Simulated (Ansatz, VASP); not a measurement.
Two plane-wave programs on LiF

```xyz
2
Lattice="0.0000 1.9133 2.1147 1.9133 0.0000 2.1147 1.9133 1.9133 0.0000" Properties=species:S:1:pos:R:3 pbc="T T T"
Li    0.0000    0.0000    0.0000
F     1.9133    1.9133    2.1147
```

Change from the starting cell: strain -0.050 along x and y, +0.050 along z, atoms carried along.

Alike in both runs: task single point; functional r2SCAN; k mesh 10 × 10 × 10; occupations gaussian, width 0.05 eV; no spin polarisation.

|  | VASP | Ansatz |
| --- | --- | --- |
| version | VASP 6.6.1 | Ansatz 0.2.0 |
| potentials or method | VASP PAW PBE potentials, release 64 (Li_sv, F), cutoff 520 eV | scalar-relativistic, plane waves, PAW |
| valence electrons in the cell | 10 | 10 |

```csv
,VASP,Ansatz,Ansatz less VASP
gap on the k mesh at the Fermi level (eV),10.63,10.42,-0.210
least direct gap on the mesh (eV),10.63,10.42,-0.210
```

VASP's potentials were made for PBE, not for r2SCAN.

Noted on VASP's run: the cutoff is short for stress, so the pressure is rough.
